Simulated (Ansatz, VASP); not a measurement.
One calculation of NaF, two programs

File INCAR:

```
PREC = Accurate
ENCUT = 520
EDIFF = 1E-6
ISMEAR = 0
SIGMA = 0.05
LREAL = False
LASPH = True
NELM = 60
ALGO = Normal
ISIF = 2
LWAVE = False
LCHARG = False
NBANDS = 14
```

Contents of KPOINTS:

```
regular mesh
0
Gamma
  8 8 8
```

The input POSCAR:

```
NaF
1.0
    0.0000000000      2.2652175000      2.4394650000
    2.2652175000      0.0000000000      2.4394650000
    2.2652175000      2.2652175000      0.0000000000
Na F
1 1
Direct
    0.0000000000      0.0000000000      0.0000000000
    0.5000000000      0.5000000000      0.5000000000
```

Input for Ansatz:

```yaml
crystal:
  lattice:
    - [0.0, 2.2652175, 2.439465]
    - [2.2652175, 0.0, 2.439465]
    - [2.2652175, 2.2652175, 0.0]
  atoms:
    - { symbol: Na, position: [0.0, 0.0, 0.0] }
    - { symbol: F, position: [0.5, 0.5, 0.5] }
basis:
  ecutwfc: 420
kpoints:
  mp_grid: { grid: [8, 8, 8] }
hamiltonian:
  xc: lda
scf:
  occupations: { method: gaussian, width: 0.05 }
output:
  forces: true
  stress: true
  eigenvalues: true
```

Change from the starting cell: strain -0.025 along x and y, +0.050 along z, atoms carried along.

Alike in both runs: task single point; functional LDA; k mesh 8 × 8 × 8; occupations gaussian, width 0.05 eV; no spin polarisation.

|  | VASP | Ansatz |
| --- | --- | --- |
| version | VASP 6.6.1 | Ansatz 0.2.0 |
| potentials or method | VASP PAW LDA potentials, release 64 (Na_pv, F), cutoff 520 eV | scalar-relativistic, plane waves, PAW |
| valence electrons in the cell | 14 | 16 |

|  | VASP | Ansatz | Ansatz less VASP |
| --- | --- | --- | --- |
| gap on the k mesh at the Fermi level (eV) | 5.91 | 5.94 | +0.021 |
| least direct gap on the mesh (eV) | 5.91 | 5.94 | +0.021 |
| pressure (GPa) | -4.0 | -3.9 | +0.09 |
| traceless stress, the component that is largest in VASP (GPa) | -2.78 | -2.68 | +0.100 |

LDA's correlation is that of Perdew and Zunger in VASP and of Perdew and Wang (1992) in Ansatz. VASP's potentials hold 14 valence electrons a cell and Ansatz's 16, so a difference there can come from the potentials and not from the codes.
